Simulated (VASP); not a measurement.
# Mo (P6/mmm) in VASP: notebook

The runs below take Mo through single point, with r2SCAN.

All numbers are computed with VASP 6.6.1; they aren't measurements. Logs are shortened: lines on timing, memory, paths and dates and some standing lists are left out, and cuts for length are marked.

### Step 1. The cell of the first run

The structure is hexagonal, space group P6/mmm (No. 191). Conventional cell: a = 2.708 Å, b = 2.708 Å, c = 2.610 Å, α = 90.00°, β = 90.00°, γ = 120.00°. Within 3.4 Å of Mo (site symmetry 6/mmm) lie 8 Mo at 2.61 to 2.71 Å.

### Step 2. Single point, r2SCAN (strain -0.015 along x and y, +0.030 along z)

POSCAR reads:

```
Mo
1.0
    2.7075856644      0.0000000000      0.0000000000
   -1.3537928322      2.3448379683      0.0000000000
    0.0000000000      0.0000000000      2.6099175529
Mo
1
Direct
    0.0000000000      0.0000000000      0.5000000000
```

INCAR.step1 reads:

```
SYSTEM = Mo
PREC     = Accurate       ! precision mode
ENCUT    = 520            ! plane-wave cutoff, eV
ISMEAR   = 0              ! smearing method
SIGMA    = 0.15           ! smearing width, eV
LREAL    = .FALSE.        ! projectors in reciprocal space
LASPH    = .TRUE.         ! aspherical terms in the spheres
NELM     = 60             ! most SCF steps
NBANDS   = 13             ! bands
GGA      = PE             ! functional
ALGO     = Normal         ! electronic algorithm
EDIFF    = 1E-4           ! SCF threshold, eV
LWAVE    = .TRUE.         ! write WAVECAR
LCHARG   = .FALSE.        ! write CHGCAR
```

INCAR.step2 reads:

```
SYSTEM = Mo
PREC     = Accurate       ! precision mode
ENCUT    = 520            ! plane-wave cutoff, eV
EDIFF    = 1E-7           ! SCF threshold, eV
ISMEAR   = 0              ! smearing method
SIGMA    = 0.15           ! smearing width, eV
LREAL    = .FALSE.        ! projectors in reciprocal space
LASPH    = .TRUE.         ! aspherical terms in the spheres
NELM     = 60             ! most SCF steps
ALGO     = Normal         ! electronic algorithm
ISIF     = 2              ! what is computed and relaxed
LWAVE    = .FALSE.        ! write WAVECAR
LCHARG   = .TRUE.         ! write CHGCAR
METAGGA  = R2SCAN         ! meta-GGA
LMIXTAU  = .TRUE.       
LELF     = .TRUE.         ! ELF
LVHAR    = .TRUE.       
NBANDS   = 13             ! bands
ISTART   = 1
```

KPOINTS reads:

```
Automatic mesh
0
G
  24 24 24
  0 0 0
```

Potentials or basis: VASP PAW PBE potentials, release 64 (Mo_sv).

Run with:

```bash
cat potpaw_PBE.64/Mo_sv/POTCAR > POTCAR
cp INCAR.step1 INCAR
mpirun -np 1 vasp_std > vasp.out
cp INCAR.step2 INCAR
mpirun -np 1 vasp_std > vasp.out
```

OUTCAR:

```text
SYSTEM = Mo
   PREC = Accurate
   ENCUT = 520
   EDIFF = 1E-7
   ISMEAR = 0
   LREAL = .FALSE.
   LASPH = .TRUE.
   NELM = 60
   ISIF = 2
   METAGGA = R2SCAN
   ISTART = 1

 ion  position               nearest neighbor table
   1  0.000  0.000  0.500-

  LATTYP: Found a hexagonal cell.
 ALAT       =     2.7075856644
 C/A-ratio  =     0.9639279699

  Lattice vectors:

 A1 = (   2.7075856644,   0.0000000000,   0.0000000000)
 A2 = (  -1.3537928322,   2.3448379683,   0.0000000000)
 A3 = (   0.0000000000,   0.0000000000,   2.6099175529)

Analysis of symmetry for initial positions (statically):
=====================================================================
 Subroutine PRICEL returns:
 Original cell was already a primitive cell.

 Routine SETGRP: Setting up the symmetry group for a
 hexagonal supercell.

 Subroutine GETGRP returns: Found 24 space group operations
 (whereof 24 operations were pure point group operations)
 out of a pool of 24 trial point group operations.

The static configuration has the point symmetry D_6h.

Analysis of symmetry for dynamics (positions and initial velocities):
=====================================================================
 Subroutine PRICEL returns:
 Original cell was already a primitive cell.

 Routine SETGRP: Setting up the symmetry group for a
 hexagonal supercell.

 Subroutine GETGRP returns: Found 24 space group operations
 (whereof 24 operations were pure point group operations)
 out of a pool of 24 trial point group operations.

The dynamic configuration has the point symmetry D_6h.

 Subroutine INISYM returns: Found 24 space group operations
 (whereof 24 operations are pure point group operations),
 and found     1 'primitive' translations

----------------------------------------------------------------------------------------

                                     Primitive cell

  volume of cell :      16.5700

  direct lattice vectors                    reciprocal lattice vectors
     2.707585664  0.000000000  0.000000000     0.369332728  0.213234350  0.000000000
    -1.353792832  2.344837968  0.000000000     0.000000000  0.426468700  0.000000000
     0.000000000  0.000000000  2.609917553     0.000000000  0.000000000  0.383153866

  length of vectors
     2.707585664  2.707585664  2.609917553     0.426468700  0.426468700  0.383153866

  position of ions in fractional coordinates (direct lattice)
     0.000000000  0.000000000  0.500000000

[... 76 lines left out ...]
   LREAL  =      F    real-space projection
   EDIFFG = 0.1E-05   stopping-criterion for IOM
   NSW    =      0    number of steps for IOM
   IBRION =     -1    ionic relax: 0-MD 1-quasi-New 2-CG
   NFREE  =      0    steps in history (QN), initial steepest desc. (CG)
   ISIF   =      2    stress and relaxation
   ISYM   =      2    0-nonsym 1-usesym 2-fastsym
   POTIM  = 0.5000    time-step for ionic-motion
   TEBEG  =    0.0;   TEEND  =   0.0 temperature during run
   PSTRESS=    0.0 pullay stress
   NELECT =      14.0000    total number of electrons
   NUPDOWN=      -1.0000    fix difference up-down
   EMIN   =  10.00;   EMAX   =-10.00  energy-range for DOS
   EFERMI =   0.00;   METHOD = LEGACY
   ISMEAR =     0;   SIGMA  =   0.15  broadening in eV -4-tet -1-fermi 0-gaus
   EFERMI_NEDOS =   21; number of points for ismear=-14 and -15
   IALGO  =     38    algorithm
   IMIX   =      4    mixing-type and parameters
     AMIX     =   0.40;   BMIX     =  1.00
     AMIX_MAG =   1.60;   BMIX_MAG =  1.00
  volume/ion in A,a.u.               =      16.57       111.82
  Fermi-wavevector in a.u.,A,eV,Ry     =   1.547665  2.924662 32.589576  2.395266
  Thomas-Fermi vector in A             =   2.652726
   LORBIT       =      0    0 simple, 1 ext, 2 COOP (PROOUT), +10 PAW based schemes
   METAGGA = R2SCAN    functional components
   LHFCALC =     F    Hartree Fock is set to
   AEXX    =    0.0000 exact exchange contribution
   IVDW    =     0    specifies the selected vdW correction
   LEPSILON=     F    determine dielectric tensor
   LRPA    =     F    only Hartree local field effects (RPA)
 non-spin polarized calculation
 Gauss-broadening in eV      SIGMA  =   0.15
  energy-cutoff  :      520.00
  volume of cell :       16.57
 maximum number of plane-waves:       462
   NGX = 11   NGY = 11   NGZ =  9

 number of electron      13.9999999 magnetization

 Free energy of the ion-electron system (eV)
  ---------------------------------------------------
  ext. energy  EPLUGINS =         0.00000000
  ---------------------------------------------------
  free energy    TOTEN  =       -25.12166653 eV

  energy without entropy =      -25.11071540  energy(sigma->0) =      -25.11619097

 E-fermi :  11.6567     XC(G=0): -14.1294

 val. band max:       11.6524604130   @ k =   0.0833   0.0417   0.3333
 cond. band min:      11.6584330459   @ k =   0.3750   0.0833   0.0000
 fundamental gap:      0.0059726329
 Fermi energy:        11.6567399062

 k-point     1 :       0.0000    0.0000    0.0000
  band No.  band energies     occupation
      1     -51.4368      2.00000
      2     -24.0104      2.00000
      3     -23.8640      2.00000
      4     -23.8640      2.00000
      5       4.3756      2.00000
      6       6.9024      2.00000
      7      10.6531      2.00000
      8      10.6531      2.00000
      9      15.8517      0.00000
     10      15.8517      0.00000
     11      25.3211      0.00000
     12      27.4693      0.00000
     13      33.8380      0.00000
[... 354 lines left out ...]
  band No.  band energies     occupation
      1     -51.1582      2.00000
      2     -25.4590      2.00000
      3     -24.2514      2.00000
      4     -23.8233      2.00000
      5       6.3774      2.00000
      6       8.3767      2.00000
      7      12.3372      0.00000
      8      12.5312      0.00000
      9      15.0567      0.00000
     10      16.4613      0.00000
     11      22.4925      0.00000
     12      25.9892      0.00000
     13      28.8030      0.00000

 [... further k-points ...]
[... 5 lines left out ...]
  --------------------------------------------------------------------------------------
  -------------------------------------------------------------------------------------
  Total        0.7849519      0.7849519     -0.8354783      0.0000000      0.0000000      0.0000000
  in kB       75.8982521     75.8982521    -80.7837369      0.0000000      0.0000000      0.0000000
  external PRESSURE =      23.6709225 kB  Pullay stress =       0.0000000 kB

 VOLUME and BASIS-vectors are now :
 -----------------------------------------------------------------------------
  energy-cutoff  :      520.00
  volume of cell :       16.57
      direct lattice vectors                 reciprocal lattice vectors
     2.707585664  0.000000000  0.000000000     0.369332728  0.213234350  0.000000000
    -1.353792832  2.344837968  0.000000000     0.000000000  0.426468700  0.000000000
     0.000000000  0.000000000  2.609917553     0.000000000  0.000000000  0.383153866

 POSITION                                       TOTAL-FORCE (eV/Angst)
 -----------------------------------------------------------------------------------
      0.00000      0.00000      1.30496        -0.000000      0.000000      0.000000
 -----------------------------------------------------------------------------------
    total drift:                                0.000000      0.000000     -0.000000

  FREE ENERGIE OF THE ION-ELECTRON SYSTEM (eV)
  ---------------------------------------------------
  free  energy   TOTEN  =       -25.1216665324 eV

  energy  without entropy=      -25.1107154046  energy(sigma->0) =      -25.11619097
```

OSZICAR.step1:

```text
N       E                     dE             d eps       ncg     rms          rms(c)
DAV:   1     0.112564482327E+03    0.11256E+03   -0.91782E+03 20873   0.112E+03
DAV:   2    -0.905850224466E+01   -0.12162E+03   -0.11760E+03 23338   0.331E+02
DAV:   3    -0.104835476409E+02   -0.14250E+01   -0.14212E+01 24083   0.368E+01
DAV:   4    -0.104878126808E+02   -0.42650E-02   -0.42649E-02 23438   0.227E+00
DAV:   5    -0.104878477083E+02   -0.35027E-04   -0.35027E-04 24383   0.174E-01    0.130E+01
DAV:   6    -0.100784506849E+02    0.40940E+00   -0.54743E-01 20838   0.870E+00    0.412E+00
DAV:   7    -0.100269405446E+02    0.51510E-01   -0.10872E-01 23108   0.368E+00    0.728E-01
DAV:   8    -0.100248142021E+02    0.21263E-02   -0.35695E-03 21673   0.748E-01    0.856E-02
DAV:   9    -0.100248582824E+02   -0.44080E-04   -0.43271E-05 16084   0.860E-02
   1 F= -.10024858E+02 E0= -.10018821E+02  d E =-.120739E-01
```

Run time: 4.8 min. Hardware: 1 thread of Intel Xeon 6975P-C (Granite Rapids), shared host; peak memory 0.26 GiB.

Results:

- Free energy: -25.1217 eV
- Pressure: 2.4 GPa
- Band gap on the k mesh: zero (band 7 reaches 12.61 eV, above the bottom of band 8 at 10.65 eV)

Stress tensor (GPa, compression positive):
```
 7.59  0.00  0.00
 0.00  7.59  0.00
 0.00  0.00 -8.08
```

Levels at points of the mesh, in eV from the Fermi level:
| k point | band 5 | band 6 | band 7 | band 8 | band 9 | band 10 |
| --- | --- | --- | --- | --- | --- | --- |
| (0.00, 0.00, 0.00) | -7.28 | -4.75 | -1.00 | -1.00 | 4.19 | 4.19 |
| (0.50, 0.00, 0.00) | -5.36 | -3.28 | 0.65 | 1.04 | 3.45 | 4.72 |
| (0.00, 0.00, 0.50) | -4.28 | -0.48 | -0.28 | -0.28 | 1.24 | 1.24 |
| (0.50, 0.00, 0.50) | -5.58 | -3.95 | -0.13 | 5.00 | 5.81 | 6.42 |

Caveat: the cell differs from its parent crystal (strain -0.015 along x and y, +0.030 along z); the PAW data sets were made with another functional, which shifts forces and pressure a little.

### Step 3. Single point, r2SCAN (strain +0.015 along x and y, -0.030 along z)

POSCAR reads:

```
Mo
1.0
    2.7900502024      0.0000000000      0.0000000000
   -1.3950251012      2.4162543531      0.0000000000
    0.0000000000      0.0000000000      2.4578835207
Mo
1
Direct
    0.0000000000      0.0000000000      0.5000000000
```

INCAR.step1 reads:

```
SYSTEM = Mo
PREC = Accurate
ENCUT = 520
ISMEAR = 0
SIGMA = 0.15
LREAL = .FALSE.
LASPH = .TRUE.
NELM = 80
NBANDS = 13
GGA = PE
ALGO = Normal
EDIFF = 1E-4
LWAVE = .TRUE.
LCHARG = .FALSE.
```

INCAR.step2 reads:

```
SYSTEM = Mo
PREC = Accurate
ENCUT = 520
EDIFF = 1E-6
ISMEAR = 0
SIGMA = 0.15
LREAL = .FALSE.
LASPH = .TRUE.
NELM = 80
ALGO = Normal
ISIF = 2
LWAVE = .FALSE.
LCHARG = .FALSE.
METAGGA = R2SCAN
LMIXTAU = .TRUE.
NBANDS = 13
ISTART = 1
```

KPOINTS is that of step 2.

Potentials or basis: VASP PAW PBE potentials, release 64 (Mo_sv).

Run with:

```bash
cat potpaw_PBE.64/Mo_sv/POTCAR > POTCAR
cp INCAR.step1 INCAR
mpirun -np 1 vasp_std > vasp.out
cp INCAR.step2 INCAR
mpirun -np 1 vasp_std > vasp.out
```

It took 3 min on 1 thread of Intel Xeon 6975P-C (Granite Rapids), shared host; peak memory 0.27 GiB.

Results (log left out):

* Free energy: -25.1343 eV
* Pressure: 1.2 GPa
* Band gap on the k mesh: zero (band 7 reaches 12.23 eV, above the bottom of band 8 at 10.50 eV)

Stress tensor (GPa, compression positive):
```
-2.71  0.00  0.00
 0.00 -2.71  0.00
 0.00  0.00  9.12
```

Levels at points of the mesh, in eV from the Fermi level:
```csv
k point,band 4,band 5,band 6,band 7,band 8,band 9,band 10,band 11
"(0.00, 0.00, 0.00)",-35.06,-7.07,-4.73,-0.94,-0.94,4.70,4.70,13.16
"(0.50, 0.00, 0.00)",-34.93,-5.04,-3.69,0.77,2.05,4.13,4.22,10.11
"(0.00, 0.00, 0.50)",-35.29,-3.40,0.18,0.18,0.36,0.36,0.47,11.96
"(0.50, 0.00, 0.50)",-35.56,-5.59,-3.02,-0.86,4.73,6.58,7.04,7.70
```

Caveat: the cell differs from its parent crystal (strain +0.015 along x and y, -0.030 along z); the PAW data sets were made with another functional, which shifts forces and pressure a little.
